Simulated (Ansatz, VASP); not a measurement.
## Hf4Te: VASP beside Ansatz

```
Hf Te
1.0
     5.19435    0.00000    0.00000
     0.00000    5.19435    0.00000
     0.00000    0.00000    5.19435
Hf Te
4 1
Cartesian
  2.5972 2.5972 2.5972
  0.0000 2.5972 2.5972
  2.5972 0.0000 2.5972
  2.5972 2.5972 0.0000
  0.0000 0.0000 0.0000
```

Change from the starting cell: species swapped into the Mn4N type (Pm-3m, No. 221).

Alike in both runs: functional PBE; k mesh 4 × 4 × 4; occupations gaussian, width 0.1 eV; no spin polarisation.

Ansatz relaxed the structure, and its values are those at the end. VASP's run is a single point on that final structure, the one shown.

|  | VASP | Ansatz |
| --- | --- | --- |
| version | VASP 6.6.1 | Ansatz 0.2.0 |
| potentials or method | VASP PAW PBE potentials, release 64 (Hf_pv, Te), cutoff 520 eV | scalar-relativistic, plane waves, PAW |
| valence electrons in the cell | 46 | 120 |

|  | VASP | Ansatz | Ansatz less VASP |
| --- | --- | --- | --- |
| gap on the k mesh at the Fermi level (eV) | none | none | - |
| pressure (GPa) | -0.3 | 0.0 | +0.38 |

A gap of «none» marks a metal or a gap that the smearing closes. VASP's potentials hold 46 valence electrons a cell and Ansatz's 120, so a difference there can come from the potentials and not from the codes.

Neither program's run includes spin-orbit coupling.
